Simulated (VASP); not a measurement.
Al:

```xyz
1
Lattice="-1.5912 1.5912 1.5912 1.5912 -1.5912 1.5912 1.5912 1.5912 -1.5912" Properties=species:S:1:pos:R:3 pbc="T T T"
Al    0.0000    0.0000    0.0000
```

| Quantity | Value |
| --- | --- |
| Program | VASP 6.6.1 |
| Task | relaxation of cell and atoms |
| Functional | PBEsol |
| Potentials or basis | VASP PAW PBE potentials, release 64 (Al) |
| Cutoff | 600 eV |
| k mesh | 12 × 12 × 12 |
| Occupations | fermi-dirac, width 0.05 eV |
| Spin | no spin polarisation |

At the start: pressure 2.3 GPa; volume 16.12 Å³/atom.

Q: Where does the relaxation end?

A: Over 3 steps the energy falls by 3.4 meV/atom and the volume is 16.60 Å³/atom (+3.0 %); space group Im-3m (No. 229, to 0.05 Å).

Step by step:
```csv
step,energy change (eV),largest force (eV/Å),pressure (GPa),volume (Å³)
1,0.0000,0.0000,2.32,16.12
2,-0.0034,0.0000,-0.27,16.67
3,-0.0034,0.0000,0.00,16.60
```

Final structure:
```cif
data_structure
_symmetry_space_group_name_H-M 'P 1'
_symmetry_Int_Tables_number 1
_cell_length_a 2.7836
_cell_length_b 2.7836
_cell_length_c 2.7836
_cell_angle_alpha 109.471
_cell_angle_beta 109.471
_cell_angle_gamma 109.471
_cell_volume 16.60
loop_
_atom_site_label
_atom_site_type_symbol
_atom_site_fract_x
_atom_site_fract_y
_atom_site_fract_z
_atom_site_occupancy
Al1 Al 0.00000 0.00000 0.00000 1
```

Caveat: the PAW data sets were made with another functional, which shifts forces and pressure a little.
